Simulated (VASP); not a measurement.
A run of VASP 6.6.1:

The input INCAR:

```
SYSTEM = CuAs
PREC = Accurate
ENCUT = 520
EDIFF = 1E-6
ISMEAR = 0
SIGMA = 0.15
LREAL = .FALSE.
LASPH = .TRUE.
NELM = 100
ALGO = Normal
ISIF = 2
LWAVE = .FALSE.
LCHARG = .FALSE.
NBANDS = 24
```

The input KPOINTS:

```
regular mesh
0
G
  12 12 8
  0 0 0
```

The input POSCAR:

```
CuAs
1.0
    3.9561000000      0.0000000000      0.0000000000
   -1.9780500000      3.4260830999      0.0000000000
    0.0000000000      0.0000000000      4.5989000000
Cu As
2 2
Direct
    0.0000000000      0.0000000000      0.5000000000
    0.0000000000      0.0000000000      0.0000000000
    0.6666666667      0.3333333333      0.7500000000
    0.3333333333      0.6666666667      0.2500000000
```

Potentials or basis: VASP PAW LDA potentials, release 64 (Cu, As).

The run is started by

```console
$ cat potpaw_LDA.64/Cu/POTCAR potpaw_LDA.64/As/POTCAR > POTCAR
$ mpirun -np 1 vasp_std > vasp.out
```

Hardware: 1 thread of AMD EPYC 7R43 64-Core Processor (Zen 3) (shared host).

Question: Estimate the wall time of this run.

Answer: It took 3.5 min on 1 thread of AMD EPYC 7R43 64-Core Processor (Zen 3), on a shared host, peak memory 0.2 GiB. Counts: scf iterations 15, k points 95.
